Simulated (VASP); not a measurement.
Set up this calculation in VASP 6.6.1, as the native input.

```yaml
Task: single point
Functional: PBEsol
Potentials_or_basis: VASP PAW PBE potentials, release 64 (Mo_sv)
Cutoff: 520 eV
k_mesh: 22 × 22 × 22
Occupations: gaussian, width 0.15 eV
Spin: no spin polarisation
Dipole_correction: no
Further_INCAR_settings: ALGO = Fast; EDIFF = 1e-06; NBANDS = 13
```

The structure of Mo lies in POSCAR:

```
Mo
1.0
   -1.5474350000      1.5710000000      1.5474350000
    1.5945650000     -1.5710000000      1.5945650000
    1.5474350000      1.5710000000     -1.5474350000
Mo
1
Direct
    0.0000000000      0.0000000000      0.0000000000
```

This cell differs from its parent crystal: strain +0.0300 x Voigt [0, 0, 0, 0, 1, 0].

These files were run (other wordings do the same):

INCAR

```
PREC = Accurate
ENCUT = 520
EDIFF = 1E-6
ISMEAR = 0
SIGMA = 0.15
LREAL = F
LASPH = T
NELM = 60
ALGO = Fast
ISIF = 2
LWAVE = F
LCHARG = F
GGA = PS
NBANDS = 13
```

KPOINTS

```
Automatic mesh
0
Gamma
  22 22 22
```

Potentials or basis: VASP PAW PBE potentials, release 64 (Mo_sv).

Command:

```sh
$ cat potpaw_PBE.64/Mo_sv/POTCAR > POTCAR
$ mpirun -np 1 vasp_std > vasp.out
```

It gave:

| Item | Value |
| --- | --- |
| Pressure | -2.5 GPa |
| Band gap on the k mesh | zero (bands 7 and 8 overlap by 5.04 eV) |

Caveat: the cell differs from its parent crystal (strain +0.0300 x Voigt [0, 0, 0, 0, 1, 0]); the PAW data sets were made with another functional, which shifts forces and pressure a little.

Run time: 120 s on 1 thread of Intel(R) Xeon(R) 6975P-C (Granite Rapids), on a shared host, peak memory 0.37 GiB.
